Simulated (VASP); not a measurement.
A run of VASP 6.6.1 is set up as follows.

Contents of INCAR:

```
PREC     = Accurate       # precision mode
ENCUT    = 520            # plane-wave cutoff, eV
EDIFF    = 1E-6           # SCF threshold, eV
ISMEAR   = -1             # smearing method
SIGMA    = 0.02           # smearing width, eV
LREAL    = F              # projectors in reciprocal space
LASPH    = T              # aspherical terms in the spheres
NELM     = 80             # most SCF steps
ALGO     = Normal         # electronic algorithm
ISIF     = 2              # what is computed and relaxed
LWAVE    = F              # write WAVECAR
LCHARG   = T              # write CHGCAR
GGA      = PE             # functional
LELF     = T              # ELF
LVHAR    = T            
NBANDS   = 31             # bands
```

The input KPOINTS:

```
Automatic mesh
0
Gamma
  6 6 6
```

The input POSCAR:

```
LaLuAs2
1.0
    2.1081653127      1.2171498108      6.8392630056
   -2.1081653127      1.2171498108      6.8392630056
    0.0000000000     -2.4342996216      6.8392630056
La Lu As
1 1 2
Direct
    1.0000000000      0.0000000000      0.0000000000
    0.5000000000      0.5000000000      0.5000000000
    0.2436306063      0.2436306063      0.2436306063
    0.7563693937      0.7563693937      0.7563693937
```

Potentials or basis: VASP PAW PBE potentials, release 64 (La, Lu, As).

Command:

```bash
$ cat potpaw_PBE.64/La/POTCAR potpaw_PBE.64/Lu/POTCAR potpaw_PBE.64/As/POTCAR > POTCAR
$ mpirun -np 1 vasp_std > vasp.out
```

Estimate the band gap on the k mesh.

zero (bands 23 and 24 overlap by 0.60 eV).

Estimate the pressure.

0.1 GPa.

Estimate the largest force.

0.025 eV/Å.

Forces in eV/Å, atoms in the order of the input:
```
La   0.000  0.000  0.000
Lu   0.000  0.000  0.000
As   0.000  0.000  0.025
As   0.000  0.000 -0.025
```

Caveat: spin-orbit coupling is left out, which moves the levels of the heavy elements.
